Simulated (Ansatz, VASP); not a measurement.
# FeO in VASP and in Ansatz

```
Fe O
1.0
    -1.60210    1.60210    2.08339
     1.60210   -1.60210    2.08339
     1.60210    1.60210   -2.08339
Fe O
1 1
Direct
  0.00000 0.00000 0.00000
  0.50000 0.50000 0.00000
```

Alike in both runs: functional r2SCAN; k mesh 12 × 12 × 12; occupations fermi-dirac, width 0.05 eV; collinear spin.

|  | VASP | Ansatz |
| --- | --- | --- |
| version | VASP 6.6.1 | Ansatz 0.2.0 |
| potentials or method | VASP PAW PBE potentials, release 64 (Fe, O) | Ansatz PAW |
| plane-wave cutoff (eV) | 520 | 500 |
| valence electrons in the cell | 14 | 22 |
| task | single point | band structure |

|  | VASP | Ansatz | Ansatz less VASP |
| --- | --- | --- | --- |
| gap on the k mesh at the Fermi level (eV) | none | none | - |
| pressure (GPa) | -13.4 | -12.2 | +1.22 |
| traceless stress, the component that is largest in VASP (GPa) | 1.24 | 2.27 | +1.025 |
| net moment per atom (μB) | 2.00 | 2.00 | 0.000 |
| size of the moment on the site where the two differ most (μB) | 3.68 | 3.46 | -0.214 |

VASP's potentials were made for PBE, not for r2SCAN. Site moments also hang on the region over which each program counts them. A gap of «none» marks a metal or a gap that the smearing closes. VASP's potentials hold 14 valence electrons a cell and Ansatz's 22, so a difference there can come from the potentials and not from the codes.

Noted on Ansatz's run: the magnetic or orbital state may not be the lowest.
